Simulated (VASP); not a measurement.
# Zr (P6_3/mmc) in VASP: single point with PBEsol+D3(BJ)

Aim: the single point of Zr with PBEsol+D3(BJ).

Everything below comes from runs of VASP 6.6.1. Logs are shortened: lines on timing, memory, paths and dates and some standing lists are left out, and cuts for length are marked.

**1. The cell of the first run**

It takes space group P6_3/mmc (No. 194, hexagonal). Conventional cell: a = 3.129 Å, b = 3.129 Å, c = 5.066 Å, α = 90.00°, β = 90.00°, γ = 120.00°. Within 4.1 Å of Zr (site symmetry -6m2) lie 12 Zr at 3.11 to 3.13 Å.

**2. Single point, PBEsol+D3(BJ)**

INCAR reads:

```
ALGO = Normal
EDIFF = 1E-6
ENCUT = 500
GGA = PS
GGA_COMPAT = False
ISIF = 2
ISMEAR = 0
IVDW = 12
LASPH = True
LCHARG = True
LELF = True
LREAL = False
LVHAR = True
LWAVE = False
NBANDS = 19
NELM = 120
PREC = Accurate
SIGMA = 0.1
```

KPOINTS reads:

```
k-points
0
Gamma
  15 15 8
```

POSCAR reads:

```
Zr
1.0
    3.1287934619      0.0000000000      0.0000000000
   -1.5643967309      2.7096146212      0.0000000000
    0.0000000000      0.0000000000      5.0657287513
Zr
2
Direct
    0.3333333333      0.6666666667      0.2500000000
    0.6666666667      0.3333333333      0.7500000000
```

Potentials or basis: VASP PAW PBE potentials, release 64 (Zr_sv).

Started as:

```
$ cat potpaw_PBE.64/Zr_sv/POTCAR > POTCAR
$ mpirun -np 1 vasp_std > vasp.out
```

OUTCAR:

```text
EDIFF = 1E-6
   ENCUT = 500
   GGA = PS
   ISIF = 2
   ISMEAR = 0
   IVDW = 12
   LASPH = True
   LREAL = False
   NELM = 120
   PREC = Accurate
 IVDW          = 12

 ion  position               nearest neighbor table
   1  0.333  0.667  0.250-   2 3.11   2 3.11   2 3.11   2 3.11   2 3.11   2 3.11
   2  0.667  0.333  0.750-   1 3.11   1 3.11   1 3.11   1 3.11   1 3.11   1 3.11

  LATTYP: Found a hexagonal cell.
 ALAT       =     3.1287934619
 C/A-ratio  =     1.6190678014

  Lattice vectors:

 A1 = (   3.1287934619,   0.0000000000,   0.0000000000)
 A2 = (  -1.5643967309,   2.7096146212,   0.0000000000)
 A3 = (   0.0000000000,   0.0000000000,   5.0657287513)

Analysis of symmetry for initial positions (statically):
=====================================================================
 Subroutine PRICEL returns:
 Original cell was already a primitive cell.

 Routine SETGRP: Setting up the symmetry group for a
 hexagonal supercell.

 Subroutine GETGRP returns: Found 24 space group operations
 (whereof 12 operations were pure point group operations)
 out of a pool of 24 trial point group operations.

The static configuration has the point symmetry D_3d.
 The point group associated with its full space group is D_6h.

Analysis of symmetry for dynamics (positions and initial velocities):
=====================================================================
 Subroutine PRICEL returns:
 Original cell was already a primitive cell.

 Routine SETGRP: Setting up the symmetry group for a
 hexagonal supercell.

 Subroutine GETGRP returns: Found 24 space group operations
 (whereof 12 operations were pure point group operations)
 out of a pool of 24 trial point group operations.

The dynamic configuration has the point symmetry D_3d.
 The point group associated with its full space group is D_6h.

 Subroutine INISYM returns: Found 24 space group operations
 (whereof 12 operations are pure point group operations),
 and found     1 'primitive' translations

----------------------------------------------------------------------------------------

                                     Primitive cell

  volume of cell :      42.9464

  direct lattice vectors                    reciprocal lattice vectors
[... 74 lines left out ...]
   ions per type =               2
   NGX,Y,Z   is equivalent  to a cutoff of  12.75, 12.75, 13.13 a.u.
   NGXF,Y,Z  is equivalent  to a cutoff of  25.50, 25.50, 26.25 a.u.
 SYSTEM =  unknown system
   PREC   = accura    normal or accurate (medium, high low for compatibility)
   ISTART =      0    job   : 0-new  1-cont  2-samecut
   ICHARG =      2    charge: 1-file 2-atom 10-const
   ISPIN  =      1    spin polarized calculation?
   LNONCOLLINEAR =      F non collinear calculations
   LSORBIT =      F    spin-orbit coupling
   LASPH  =      T    aspherical Exc in radial PAW
   ENCUT  =  500.0 eV  36.75 Ry    6.06 a.u.   5.70  5.70  9.24*2*pi/ulx,y,z
   NELM   =    120;   NELMIN=  2; NELMDL= -5     # of ELM steps
   EDIFF  = 0.1E-05   stopping-criterion for ELM
   LREAL  =      F    real-space projection
[... 7 lines left out ...]
   TEBEG  =    0.0;   TEEND  =   0.0 temperature during run
   PSTRESS=    0.0 pullay stress
   NELECT =      24.0000    total number of electrons
   NUPDOWN=      -1.0000    fix difference up-down
   EMIN   =  10.00;   EMAX   =-10.00  energy-range for DOS
   EFERMI =   0.00;   METHOD = LEGACY
   ISMEAR =     0;   SIGMA  =   0.10  broadening in eV -4-tet -1-fermi 0-gaus
   EFERMI_NEDOS =   21; number of points for ismear=-14 and -15
   IALGO  =     38    algorithm
   IMIX   =      4    mixing-type and parameters
     AMIX     =   0.40;   BMIX     =  1.00
     AMIX_MAG =   1.60;   BMIX_MAG =  1.00
  volume/ion in A,a.u.               =      21.47       144.91
  Fermi-wavevector in a.u.,A,eV,Ry     =   1.348455  2.548210 24.739894  1.818331
  Thomas-Fermi vector in A             =   2.476122
   LORBIT       =      0    0 simple, 1 ext, 2 COOP (PROOUT), +10 PAW based schemes
   GGA     = PS    functional components
   LHFCALC =     F    Hartree Fock is set to
   AEXX    =    0.0000 exact exchange contribution
   IVDW    =    12    specifies the selected vdW correction
   LEPSILON=     F    determine dielectric tensor
   LRPA    =     F    only Hartree local field effects (RPA)
 non-spin polarized calculation
 Gauss-broadening in eV      SIGMA  =   0.10
  energy-cutoff  :      500.00
  volume of cell :       42.95
 maximum number of plane-waves:      1104
 NGX is ok and might be reduce to    24
   NGX = 11   NGY = 11   NGZ = 19

 number of electron      23.9999999 magnetization

 Free energy of the ion-electron system (eV)
  ---------------------------------------------------
  ext. energy  EPLUGINS =         0.00000000
  ---------------------------------------------------
  free energy    TOTEN  =       -18.13782746 eV

  energy without entropy =      -18.12750474  energy(sigma->0) =      -18.13266610

 E-fermi :   9.8049     XC(G=0): -11.5773

 val. band max:        9.8021605719   @ k =   0.0667   0.0667   0.3750
 cond. band min:       9.8178198927   @ k =   0.1333   0.1333   0.3750
 fundamental gap:      0.0156593208
 Fermi energy:         9.8049078780

 k-point     1 :       0.0000    0.0000    0.0000
  band No.  band energies     occupation
      1     -38.7940      2.00000
      2     -38.5892      2.00000
      3     -17.4842      2.00000
      4     -16.3583      2.00000
      5     -16.3583      2.00000
      6     -16.2123      2.00000
[... 505 lines left out ...]
      6     -16.8183      2.00000
[... 11 lines left out ...]
     18      15.0035      0.00000
     19      16.9533      0.00000

 [... further k-points ...]

------------------------ aborting loop because EDIFF is reached ----------------------------------------

 Edisp (eV)   -1.24963

 E8    (eV) :    -0.9201

  FORCE on cell =-STRESS in cart. coord.  units (eV):
  Direction    XX          YY          ZZ          XY          YZ          ZX
  --------------------------------------------------------------------------------------
  -------------------------------------------------------------------------------------
  Total       0.01454     0.01454     0.01576     0.00000     0.00000     0.00000
  in kB       0.54238     0.54238     0.58804     0.00000     0.00000     0.00000
  external pressure =        0.56 kB  Pullay stress =        0.00 kB

 VOLUME and BASIS-vectors are now :
 -----------------------------------------------------------------------------
  energy-cutoff  :      500.00
  volume of cell :       42.95
      direct lattice vectors                 reciprocal lattice vectors
     3.128793462  0.000000000  0.000000000     0.319612020  0.184528086  0.000000000
    -1.564396731  2.709614621  0.000000000     0.000000000  0.369056172  0.000000000
     0.000000000  0.000000000  5.065728751     0.000000000  0.000000000  0.197404964

 POSITION                                       TOTAL-FORCE (eV/Angst)
 -----------------------------------------------------------------------------------
     -0.00000      1.80641      1.26643        -0.000000      0.000000      0.000000
      1.56440      0.90320      3.79930         0.000000      0.000000      0.000000
 -----------------------------------------------------------------------------------
    total drift:                               -0.000000      0.000000     -0.000000

  FREE ENERGIE OF THE ION-ELECTRON SYSTEM (eV)
  ---------------------------------------------------
  free  energy   TOTEN  =       -19.3874583199 eV

  energy  without entropy=      -19.3771356030  energy(sigma->0) =      -19.38229696
```

stdout:

```text
POSCAR found type information on POSCAR Zr
 POSCAR found :  1 types and       2 ions
 scaLAPACK will be used
 -----------------------------------------------------------------------------
|                                                                             |
|                                                                             |
|     You enforced a specific xc type in the INCAR file but a different       |
|     I HOPE YOU KNOW WHAT YOU ARE DOING!                                     |
|                                                                             |
 -----------------------------------------------------------------------------

 LDA part: xc-table for (Slater+PW92), standard interpolation
 POSCAR, INCAR and KPOINTS ok, starting setup
 FFT: planning ... GRIDC
 FFT: planning ... GRID_SOFT
 FFT: planning ... GRID
 WAVECAR not read
 entering main loop
```

Run time: 42 s. Hardware: 1 thread of Intel Xeon Platinum 8375C at 2.90GHz (Ice Lake), shared host; peak memory 0.22 GiB.

What came out:

```yaml
Free_energy: -19.3875 eV
Pressure: 0.1 GPa
Band_gap_on_the_k_mesh: zero (band 12 reaches 10.82 eV, above the bottom of band 13 at 9.44 eV)
Dispersion_energy_per_atom: -0.625 eV
```

Caveat: the PAW data sets were made with another functional, which shifts forces and pressure a little; pairwise dispersion overbinds metals, which lowers pressure and volume.
